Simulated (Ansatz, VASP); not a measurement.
## Two plane-wave programs on BN

```
CELL_PARAMETERS angstrom
0.00000 1.95804 1.66796
1.95804 0.00000 1.66796
1.95804 1.95804 0.00000
ATOMIC_POSITIONS crystal
B 0.00000 0.00000 0.00000
N 0.75000 0.75000 0.75000
```

Change from the starting cell: strain +0.080 along x and y, -0.080 along z, atoms carried along.

Alike in both runs: task single point; functional r2SCAN; k mesh 12 × 12 × 12; occupations gaussian, width 0.05 eV; no spin polarisation.

```csv
,VASP,Ansatz
version,VASP 6.6.1,Ansatz 0.2.0
potentials or method,"VASP PAW PBE potentials, release 64 (B, N), cutoff 520 eV","scalar-relativistic, plane waves, PAW"
valence electrons in the cell,8,8
```

Ansatz gave:

* gap on the k mesh at the Fermi level (eV): 2.69
* least direct gap on the mesh (eV): 7.87
* pressure (GPa): -28.5
* traceless stress, the component that is largest in VASP (GPa): 50.68

Q: Estimate VASP's values.

A: gap on the k mesh at the Fermi level (eV): 2.68; least direct gap on the mesh (eV): 7.85; pressure (GPa): -27.7; traceless stress, the component that is largest in VASP (GPa): 50.48.

VASP's potentials were made for PBE, not for r2SCAN.
